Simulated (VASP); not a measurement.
# TiH2 (I4/mmm) in VASP: further runs

TiH2 is run at these levels: r2SCAN; tasks: single point.

All numbers are computed with VASP 6.6.1; they aren't measurements. Logs are shortened: lines on timing, memory, paths and dates and some standing lists are left out, and cuts for length are marked.

**1. The cell of the first run**

Symmetry: I4/mmm, No. 139, tetragonal system. The conventional cell has a = 2.938 Å, b = 2.938 Å, c = 4.608 Å, α = 90.00°, β = 90.00°, γ = 90.00°. Within 2.5 Å of Ti (site symmetry 4/mmm) lie 8 H at 1.87 Å. H (site symmetry -4m2) has 4 Ti at 1.87 Å and 6 H at 2.08 to 2.30 Å within 2.5 Å.

**2. Single point, r2SCAN (strain -0.080 along x and y, +0.080 along z)**

POSCAR reads:

```
TiH2
1.0
   -1.4687800000      1.4687800000      2.3041800000
    1.4687800000     -1.4687800000      2.3041800000
    1.4687800000      1.4687800000     -2.3041800000
Ti H
1 2
Direct
    0.0000000000      0.0000000000      0.0000000000
    0.7500000000      0.2500000000      0.5000000000
    0.2500000000      0.7500000000      0.5000000000
```

INCAR.step1 reads:

```
PREC     = Accurate       # precision mode
ENCUT    = 520            # plane-wave cutoff, eV
ISMEAR   = 0              # smearing method
SIGMA    = 0.15           # smearing width, eV
LREAL    = False          # projectors in reciprocal space
LASPH    = True           # aspherical terms in the spheres
NELM     = 80             # most SCF steps
NBANDS   = 14             # bands
GGA      = PE             # functional
ALGO     = Normal         # electronic algorithm
EDIFF    = 1E-4           # SCF threshold, eV
LWAVE    = True           # write WAVECAR
LCHARG   = False          # write CHGCAR
```

INCAR.step2 reads:

```
PREC     = Accurate       # precision mode
ENCUT    = 520            # plane-wave cutoff, eV
EDIFF    = 1E-6           # SCF threshold, eV
ISMEAR   = 0              # smearing method
SIGMA    = 0.15           # smearing width, eV
LREAL    = False          # projectors in reciprocal space
LASPH    = True           # aspherical terms in the spheres
NELM     = 80             # most SCF steps
ALGO     = Normal         # electronic algorithm
ISIF     = 2              # what is computed and relaxed
LWAVE    = False          # write WAVECAR
LCHARG   = False          # write CHGCAR
METAGGA  = R2SCAN         # meta-GGA
LMIXTAU  = True         
NBANDS   = 14             # bands
ISTART   = 1
```

KPOINTS reads:

```
regular mesh
0
Gamma
  20 20 20
```

Potentials or basis: VASP PAW PBE potentials, release 64 (Ti_sv, H).

Command:

```console
> cat potpaw_PBE.64/Ti_sv/POTCAR potpaw_PBE.64/H/POTCAR > POTCAR
> cp INCAR.step1 INCAR
> mpirun -np 1 vasp_std > vasp.out
> cp INCAR.step2 INCAR
> mpirun -np 1 vasp_std > vasp.out
```

OUTCAR:

```text
PREC = Accurate
   ENCUT = 520
   EDIFF = 1E-6
   ISMEAR = 0
   LREAL = False
   LASPH = True
   NELM = 80
   ISIF = 2
   METAGGA = R2SCAN
   ISTART = 1

 ion  position               nearest neighbor table
   1  0.000  0.000  0.000-   2 1.87   3 1.87   2 1.87   3 1.87   2 1.87   3 1.87   2 1.87   3 1.87

   2  0.750  0.250  0.500-   1 1.87   1 1.87   1 1.87   1 1.87
   3  0.250  0.750  0.500-   1 1.87   1 1.87   1 1.87   1 1.87

  LATTYP: Found a body centered tetragonal cell.
 ALAT       =     2.9375600000
 C/A-ratio  =     1.5687713613

  Lattice vectors:

 A1 = (  -1.4687800000,   1.4687800000,   2.3041800000)
 A2 = (   1.4687800000,  -1.4687800000,   2.3041800000)
 A3 = (   1.4687800000,   1.4687800000,  -2.3041800000)

Analysis of symmetry for initial positions (statically):
=====================================================================
 Subroutine PRICEL returns:
 Original cell was already a primitive cell.

 Routine SETGRP: Setting up the symmetry group for a
 body centered tetragonal supercell.

 Subroutine GETGRP returns: Found 16 space group operations
 (whereof 16 operations were pure point group operations)
 out of a pool of 16 trial point group operations.

The static configuration has the point symmetry D_4h.

Analysis of symmetry for dynamics (positions and initial velocities):
=====================================================================
 Subroutine PRICEL returns:
 Original cell was already a primitive cell.

 Routine SETGRP: Setting up the symmetry group for a
 body centered tetragonal supercell.

 Subroutine GETGRP returns: Found 16 space group operations
 (whereof 16 operations were pure point group operations)
 out of a pool of 16 trial point group operations.

The dynamic configuration has the point symmetry D_4h.

 Subroutine INISYM returns: Found 16 space group operations
 (whereof 16 operations are pure point group operations),
 and found     1 'primitive' translations

----------------------------------------------------------------------------------------

                                     Primitive cell

  volume of cell :      19.8834

  direct lattice vectors                    reciprocal lattice vectors
    -1.468780000  1.468780000  2.304180000     0.000000000  0.340418579  0.216996936
     1.468780000 -1.468780000  2.304180000     0.340418579  0.000000000  0.216996936
     1.468780000  1.468780000 -2.304180000     0.340418579  0.340418579  0.000000000

  length of vectors
     3.102237072  3.102237072  3.102237072     0.403698500  0.403698500  0.481424571

  position of ions in fractional coordinates (direct lattice)
     0.000000000  0.000000000  0.000000000
     0.750000000  0.250000000  0.500000000
     0.250000000  0.750000000  0.500000000

  ion indices of the primitive-cell ions
   primitive index   ion index
                 1           1
                 2           2
                 3           3

----------------------------------------------------------------------------------------

 KPOINTS: regular mesh

Automatic generation of k-mesh.
 Grid dimensions read from file:
 generate k-points for:   20   20   20

 Generating k-lattice:

  Cartesian coordinates                     Fractional coordinates (reciprocal lattice)
     0.000000000  0.017020929  0.010849847     0.050000000  0.000000000 -0.000000000
     0.017020929  0.000000000  0.010849847     0.000000000  0.050000000 -0.000000000
     0.017020929  0.017020929  0.000000000     0.000000000  0.000000000  0.050000000

  Length of vectors
     0.020184925  0.020184925  0.024071229

  Shift w.r.t. Gamma in fractional coordinates (k-lattice)
     0.000000000  0.000000000  0.000000000

 Subroutine IBZKPT returns following result:
 ===========================================

 Found    641 irreducible k-points:

 Following reciprocal coordinates:
            Coordinates               Weight
  0.000000  0.000000  0.000000      1.000000
  0.050000  0.000000 -0.000000      8.000000
  0.100000 -0.000000  0.000000      8.000000
  0.150000  0.000000 -0.000000      8.000000
  0.200000 -0.000000  0.000000      8.000000
  0.250000 -0.000000  0.000000      8.000000
[... 16 lines left out ...]
 -0.400000  0.050000  0.000000     16.000000
 -0.350000  0.050000  0.000000     16.000000
 [... further k-points ...]
   k-points           NKPTS =    641   k-points in BZ     NKDIM =    641   number of bands    NBANDS=     14
   number of dos      NEDOS =    301   number of ions     NIONS =      3
   total plane-waves  NPLWV =  13824
   dimension x,y,z NGX =    24 NGY =   24 NGZ =   24
   dimension x,y,z NGXF=    48 NGYF=   48 NGZF=   48
   ions per type =               1   2
   NGX,Y,Z   is equivalent  to a cutoff of  12.86, 12.86, 12.86 a.u.
   NGXF,Y,Z  is equivalent  to a cutoff of  25.72, 25.72, 25.72 a.u.
 SYSTEM =  unknown system
   PREC   = accura    normal or accurate (medium, high low for compatibility)
   ISTART =      1    job   : 0-new  1-cont  2-samecut
   ICHARG =      0    charge: 1-file 2-atom 10-const
   ISPIN  =      1    spin polarized calculation?
   LNONCOLLINEAR =      F non collinear calculations
   LSORBIT =      F    spin-orbit coupling
   LASPH  =      T    aspherical Exc in radial PAW
   ENCUT  =  520.0 eV  38.22 Ry    6.18 a.u.   5.77  5.77  5.77*2*pi/ulx,y,z
   NELM   =     80;   NELMIN=  2; NELMDL=  0     # of ELM steps
   EDIFF  = 0.1E-05   stopping-criterion for ELM
   LREAL  =      F    real-space projection
   EDIFFG = 0.1E-04   stopping-criterion for IOM
   NSW    =      0    number of steps for IOM
   IBRION =     -1    ionic relax: 0-MD 1-quasi-New 2-CG
   NFREE  =      0    steps in history (QN), initial steepest desc. (CG)
   ISIF   =      2    stress and relaxation
   ISYM   =      2    0-nonsym 1-usesym 2-fastsym
   POTIM  = 0.5000    time-step for ionic-motion
   TEBEG  =    0.0;   TEEND  =   0.0 temperature during run
   PSTRESS=    0.0 pullay stress
   NELECT =      14.0000    total number of electrons
   NUPDOWN=      -1.0000    fix difference up-down
   EMIN   =  10.00;   EMAX   =-10.00  energy-range for DOS
   EFERMI =   0.00;   METHOD = LEGACY
   ISMEAR =     0;   SIGMA  =   0.15  broadening in eV -4-tet -1-fermi 0-gaus
   EFERMI_NEDOS =   21; number of points for ismear=-14 and -15
   IALGO  =     38    algorithm
   IMIX   =      4    mixing-type and parameters
     AMIX     =   0.40;   BMIX     =  1.00
     AMIX_MAG =   1.60;   BMIX_MAG =  1.00
  volume/ion in A,a.u.               =       6.63        44.73
  Fermi-wavevector in a.u.,A,eV,Ry     =   1.456423  2.752240 28.860244  2.121168
  Thomas-Fermi vector in A             =   2.573343
   LORBIT       =      0    0 simple, 1 ext, 2 COOP (PROOUT), +10 PAW based schemes
   METAGGA = R2SCAN    functional components
   LHFCALC =     F    Hartree Fock is set to
   AEXX    =    0.0000 exact exchange contribution
   IVDW    =     0    specifies the selected vdW correction
   LEPSILON=     F    determine dielectric tensor
   LRPA    =     F    only Hartree local field effects (RPA)
 non-spin polarized calculation
 Gauss-broadening in eV      SIGMA  =   0.15
  energy-cutoff  :      520.00
  volume of cell :       19.88
 maximum number of plane-waves:       553
   NGX = 11   NGY = 11   NGZ = 11

 number of electron      14.0000003 magnetization

 Free energy of the ion-electron system (eV)
  ---------------------------------------------------
  ext. energy  EPLUGINS =         0.00000000
  ---------------------------------------------------
  free energy    TOTEN  =       -21.43748385 eV

  energy without entropy =      -21.42997065  energy(sigma->0) =      -21.43372725

 E-fermi :   8.8189     XC(G=0): -12.8206

 val. band max:        8.8138555647   @ k =  -0.2500   0.1500  -0.0000
 cond. band min:       8.8280300874   @ k =   0.0000   0.0000   0.0000
 fundamental gap:      0.0141745227
 Fermi energy:         8.8189064924

 k-point     1 :       0.0000    0.0000    0.0000
  band No.  band energies     occupation
      1     -50.7749      2.00000
      2     -25.7980      2.00000
      3     -25.7152      2.00000
      4     -25.7151      2.00000
      5      -2.8934      2.00000
      6       8.0297      2.00000
      7       8.8280      0.93145
      8       8.8280      0.93132
      9       9.2074      0.00025
     10       9.9228      0.00000
     11      11.0724      0.00000
     12      24.2883      0.00000
     13      24.5253      0.00000
     14      27.1751      0.00000

 k-point     2 :       0.0500    0.0000   -0.0000
  band No.  band energies     occupation
      1     -50.7727      2.00000
      2     -25.8034      2.00000
      3     -25.7265      2.00000
      4     -25.7160      2.00000
      5      -2.8234      2.00000
      6       7.6913      2.00000
      7       8.3801      1.99996
      8       8.8583      0.71005
      9       9.9130      0.00000
     10      10.0700      0.00000
     11      11.0443      0.00000
     12      23.4262      0.00000
     13      25.0003      0.00000
     14      27.1368      0.00000

 k-point     3 :       0.1000   -0.0000    0.0000
  band No.  band energies     occupation
      1     -50.7665      2.00000
      2     -25.8238      2.00000
      3     -25.7548      2.00000
      4     -25.7183      2.00000
      5      -2.6170      2.00000
      6       6.8298      2.00000
      7       8.3698      1.99998
      8       8.9441      0.23778
      9       9.8995      0.00000
     10      10.9685      0.00000
     11      11.1473      0.00000
     12      22.2752      0.00000
     13      25.3027      0.00000
     14      26.5713      0.00000
[... 324 lines left out ...]
 k-point    23 :      -0.4000    0.0500    0.0000
  band No.  band energies     occupation
      1     -50.6955      2.00000
      2     -26.2330      2.00000
      3     -25.8661      2.00000
      4     -25.7516      2.00000
      5       0.1391      2.00000
      6       3.2523      2.00000
      7       8.3192      2.00000
      8       9.1436      0.00221
      9      11.0561      0.00000
     10      11.2944      0.00000
     11      14.6627      0.00000
     12      16.7261      0.00000
     13      22.9043      0.00000
     14      23.6774      0.00000

 k-point    24 :      -0.3500    0.0500    0.0000
  band No.  band energies     occupation
      1     -50.7060      2.00000
      2     -26.1684      2.00000
      3     -25.8548      2.00000
      4     -25.7467      2.00000
      5      -0.3413      2.00000
      6       3.5764      2.00000
      7       8.4049      1.99991
      8       9.2193      0.00016
      9      10.7880      0.00000
     10      11.0342      0.00000
     11      14.6656      0.00000
     12      17.4210      0.00000
     13      22.8572      0.00000
     14      24.1731      0.00000

 [... further k-points ...]

------------------------ aborting loop because EDIFF is reached ----------------------------------------

  FORCE on cell =-STRESS in cart. coord.  units (eV):
  Direction    XX          YY          ZZ          XY          YZ          ZX
  --------------------------------------------------------------------------------------
  -------------------------------------------------------------------------------------
  Total        1.6071881      1.6071881      1.3234779      0.0000000      0.0000000      0.0000000
  in kB      129.5052549    129.5052549    106.6442325      0.0000000      0.0000000      0.0000000
  external PRESSURE =     121.8849141 kB  Pullay stress =       0.0000000 kB

 VOLUME and BASIS-vectors are now :
 -----------------------------------------------------------------------------
  energy-cutoff  :      520.00
  volume of cell :       19.88
      direct lattice vectors                 reciprocal lattice vectors
    -1.468780000  1.468780000  2.304180000     0.000000000  0.340418579  0.216996936
     1.468780000 -1.468780000  2.304180000     0.340418579  0.000000000  0.216996936
     1.468780000  1.468780000 -2.304180000     0.340418579  0.340418579  0.000000000

 POSITION                                       TOTAL-FORCE (eV/Angst)
 -----------------------------------------------------------------------------------
      0.00000      0.00000      0.00000         0.000000      0.000000     -0.000000
     -0.00000      1.46878      1.15209        -0.000000      0.000000      0.000000
      1.46878     -0.00000      1.15209        -0.000000     -0.000000     -0.000000
 -----------------------------------------------------------------------------------
    total drift:                                0.000000      0.000000      0.000000

  FREE ENERGIE OF THE ION-ELECTRON SYSTEM (eV)
  ---------------------------------------------------
  free  energy   TOTEN  =       -21.4374838511 eV

  energy  without entropy=      -21.4299706508  energy(sigma->0) =      -21.43372725
```

Run time: 18 min. Hardware: 1 thread of AMD EPYC 7R13, shared host; peak memory 0.27 GiB.

What came out:

- Free energy: -21.4375 eV
- Pressure: 12.2 GPa
- Band gap on the k mesh: zero (bands 7 and 8 overlap by 0.49 eV)

Stress tensor (GPa, compression positive):
```
12.95  0.00  0.00
 0.00 12.95  0.00
 0.00  0.00 10.66
```

Caveat: the cell differs from its parent crystal (strain -0.080 along x and y, +0.080 along z); the cell stands under pressure; the PAW data sets were made with another functional, which shifts forces and pressure a little.

**3. Single point, r2SCAN (strain +0.080 along x and y, +0.080 along z)**

POSCAR reads:

```
TiH2
1.0
   -1.7242200000      1.7242200000      2.3041800000
    1.7242200000     -1.7242200000      2.3041800000
    1.7242200000      1.7242200000     -2.3041800000
Ti H
1 2
Direct
    0.0000000000      0.0000000000      0.0000000000
    0.7500000000      0.2500000000      0.5000000000
    0.2500000000      0.7500000000      0.5000000000
```

INCAR.step1 reads:

```
ALGO     = Normal         # electronic algorithm
EDIFF    = 1E-4           # SCF threshold, eV
ENCUT    = 520            # plane-wave cutoff, eV
GGA      = PE             # functional
ISMEAR   = 0              # smearing method
LASPH    = True           # aspherical terms in the spheres
LCHARG   = False          # write CHGCAR
LREAL    = False          # projectors in reciprocal space
LWAVE    = True           # write WAVECAR
NBANDS   = 14             # bands
NELM     = 100            # most SCF steps
PREC     = Accurate       # precision mode
SIGMA    = 0.15           # smearing width, eV
```

INCAR.step2 reads:

```
ALGO     = Normal         # electronic algorithm
EDIFF    = 1E-6           # SCF threshold, eV
ENCUT    = 520            # plane-wave cutoff, eV
ISIF     = 2              # what is computed and relaxed
ISMEAR   = 0              # smearing method
ISTART   = 1            
LASPH    = True           # aspherical terms in the spheres
LCHARG   = False          # write CHGCAR
LMIXTAU  = True         
LREAL    = False          # projectors in reciprocal space
LWAVE    = False          # write WAVECAR
METAGGA  = R2SCAN         # meta-GGA
NBANDS   = 14             # bands
NELM     = 100            # most SCF steps
PREC     = Accurate       # precision mode
SIGMA    = 0.15           # smearing width, eV
```

KPOINTS reads:

```
k-points
0
Gamma
  20 20 20
```

Potentials or basis: VASP PAW PBE potentials, release 64 (Ti_sv, H).

Command:

```console
> cat potpaw_PBE.64/Ti_sv/POTCAR potpaw_PBE.64/H/POTCAR > POTCAR
> cp INCAR.step1 INCAR
> mpirun -np 1 vasp_std > vasp.out
> cp INCAR.step2 INCAR
> mpirun -np 1 vasp_std > vasp.out
```

It took 34 min on 1 thread of AMD EPYC 7R13, shared host; peak memory 0.34 GiB.

It converged, with:

* Free energy: -20.9891 eV
* Pressure: -22.5 GPa
* Band gap on the k mesh: zero (bands 7 and 8 overlap by 0.47 eV)

Stress tensor (GPa, compression positive):
```
-22.89   0.00   0.00
  0.00 -22.89   0.00
  0.00   0.00 -21.78
```

Levels at points of the mesh, in eV from the Fermi level:
| k point | band 5 | band 6 | band 7 | band 8 | band 9 | band 10 |
| --- | --- | --- | --- | --- | --- | --- |
| (0.00, 0.00, 0.00) | -9.93 | -0.30 | -0.30 | -0.07 | 0.03 | 0.88 |
| (0.50, 0.00, 0.00) | -6.77 | -5.35 | -0.31 | 0.09 | 1.64 | 1.71 |
| (0.50, 0.50, 0.00) | -5.72 | -5.22 | -2.45 | 1.71 | 1.73 | 1.87 |
| (0.50, 0.50, 0.50) | -5.62 | -5.06 | -2.29 | 1.66 | 1.77 | 1.77 |

Caveat: the cell differs from its parent crystal (strain +0.080 along x and y, +0.080 along z); the cell stands under tension; the PAW data sets were made with another functional, which shifts forces and pressure a little.
